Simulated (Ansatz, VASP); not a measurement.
This is a calculation of Ga for VASP 6.6.1.

The input INCAR:

```
SYSTEM = Ga
  PREC = Accurate
  ENCUT = 520
  EDIFF = 1E-6
  ISMEAR = -1
  SIGMA = 0.05
  LREAL = .FALSE.
  LASPH = .TRUE.
  NELM = 100
  ALGO = Fast
  ISIF = 2
  LWAVE = .FALSE.
  LCHARG = .FALSE.
  GGA = PS
  NBANDS = 20
```

KPOINTS

```
Automatic mesh
0
G
  10 10 8
  0 0 0
```

POSCAR

```
Ga
1.0
    1.3547675884     -3.9443034667      0.0000000000
    1.3547675884      3.9443034667      0.0000000000
   -0.1150499344      0.0000000000      3.2619526240
Ga
2
Direct
    0.1310000000      0.8690000000      0.7500000000
    0.8690000000      0.1310000000      0.2500000000
```

Potentials or basis: VASP PAW PBE potentials, release 64 (Ga_d).

The run is started by

```sh
$ cat potpaw_PBE.64/Ga_d/POTCAR > POTCAR
$ mpirun -np 1 vasp_std > vasp.out
```

**Question.** Translate it to Ansatz 0.2.0. Potentials there: Ansatz PAW.

**Answer.** As run (the cutoff follows the program's own potentials):

Contents of input.yaml:

```yaml
crystal:
  lattice:
    - [1.3547675884, -3.9443034667, 0.0]
    - [1.3547675884, 3.9443034667, 0.0]
    - [-0.1150499344, 0.0, 3.261952624]
  atoms:
    - { symbol: Ga, position: [0.131, 0.869, 0.75] }
    - { symbol: Ga, position: [0.869, 0.131, 0.25] }
hamiltonian:
  xc: pbesol
  pseudopotentials: { kind: paw }
kpoints:
  mp_grid: { grid: [10, 10, 8] }
scf:
  occupations: { method: fermi_dirac, width: 0.05 }
output:
  forces: true
  stress: true
  eigenvalues: true
```

Potentials or basis: Ansatz PAW.

The run is started by

```console
$ ansatz run input.yaml --threads 1 --pin off --max-ram 3584MiB --backend cpu --events-out ev --progress --plain --runs-dir out
```

Both were run:

|  | VASP | Ansatz | Ansatz less VASP |
| --- | --- | --- | --- |
| gap on the k mesh at the Fermi level (eV) | none | none | - |
| pressure (GPa) | 1.9 | 1.9 | -0.02 |
| traceless stress, the component that is largest in VASP (GPa) | -1.05 | -1.04 | +0.015 |
| rms of the force components (eV/Å) | 0.128 | 0.128 | +0.0002 |

VASP's potentials were made for PBE, not for PBEsol. Atom by atom the forces differ by 0.000 eV/Å (rms over components). A gap of «none» marks a metal or a gap that the smearing closes.
